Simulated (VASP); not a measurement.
C, 2 atoms in the cell. Symmetry: Fd-3m, No. 227, cubic system. The conventional cell has a = 3.567 Å, b = 3.567 Å, c = 3.567 Å, α = 90.00°, β = 90.00°, γ = 90.00°. C (site symmetry -43m) has 4 C at 1.54 Å within 2.1 Å. 

| Item | Value |
| --- | --- |
| Program | VASP 6.6.1 |
| Task | relaxation of cell and atoms |
| Functional | revPBE |
| Dispersion | D3(BJ) |
| Potentials or basis | VASP PAW PBE potentials, release 64 (C) |
| Cutoff | 600 eV |
| k mesh | 13 × 13 × 13 |
| Occupations | fermi-dirac, width 0.05 eV |
| Spin | no spin polarisation |
| Dipole correction | no |
| Further INCAR settings | ALGO = Normal; EDIFF = 1e-06; IBRION = 2; EDIFFG = -0.005; NSW = 80; ISIF = 3 |

Potentials or basis: VASP PAW PBE potentials, release 64 (C).

Command:

```bash
$ cat potpaw_PBE.64/C/POTCAR > POTCAR
$ mpirun -np 1 vasp_std > vasp.out
```

Hardware: 1 thread of AMD EPYC 9R45 96-Core Processor (Zen 5), with other jobs on the host.

Estimate the wall time of this run.

Run time: 7.2 s on 1 thread of AMD EPYC 9R45 96-Core Processor (Zen 5), with other jobs on the host, peak memory 0.1 GiB. Counts: scf iterations 19, k points 84, ion steps 3.
